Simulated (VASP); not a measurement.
## MnO: single point with LDA

MnO:

```
Mn O
1.0
     0.00000    2.26752    2.26752
     2.26752    0.00000    2.26752
     2.26752    2.26752    0.00000
Mn O
1 1
Direct
  0.00000 0.00000 0.00000
  0.50000 0.50000 0.50000
```

This cell differs from its parent crystal: volume scaled by 1.06.

```json
{
  "Program": "VASP 6.6.1",
  "Task": "single point",
  "Functional": "LDA",
  "Potentials or basis": "VASP PAW LDA potentials, release 64 (Mn_pv, O)",
  "Cutoff": "520 eV",
  "k mesh": "10 × 10 × 10",
  "Occupations": "fermi-dirac, width 0.05 eV",
  "Spin": "collinear spin, ferromagnetic start",
  "Starting moments": "[4.0, 0.0] μB",
  "Dipole correction": "no",
  "Further INCAR settings": "ALGO = Normal; EDIFF = 1e-06; NBANDS = 20"
}
```

```
Pressure                                              : -20.6 GPa
Net moment                                            : 4.73 μB per cell
Site moments                                          : Mn +4.27; O +0.20 μB
Valence electrons inside the program's atomic spheres : Mn 11.32; O 4.91
```

Levels at points of the mesh, in eV from the Fermi level:
Spin up:
| k point | band 10 | band 11 | band 12 | band 13 | band 14 | band 15 |
| --- | --- | --- | --- | --- | --- | --- |
| (0.00, 0.00, 0.00) | -2.91 | -2.45 | -2.45 | -0.59 | 13.87 | 15.85 |
| (0.50, 0.00, 0.00) | -1.70 | 0.22 | 0.22 | 3.43 | 7.28 | 11.44 |
| (0.50, 0.50, 0.00) | -1.84 | -1.84 | -1.77 | 4.66 | 7.52 | 10.18 |
Spin down:
```tsv
k point	band 5	band 6	band 7	band 8	band 9	band 10
(0.00, 0.00, 0.00)	-3.06	-3.06	-3.06	0.45	0.56	0.56
(0.50, 0.00, 0.00)	-6.93	-4.48	-4.48	1.66	1.68	1.68
(0.50, 0.50, 0.00)	-5.98	-3.99	-3.99	-0.85	1.70	1.85
```

Run time: 47 s on 1 thread of Intel Xeon 8259CL (shared host), peak memory 0.15 GiB.

Caveat: a cell with one magnetic atom can't hold antiferromagnetic order, which such compounds often take; semilocal functionals often make such compounds metallic where correlation or magnetic order opens a gap, which also shifts bond lengths.
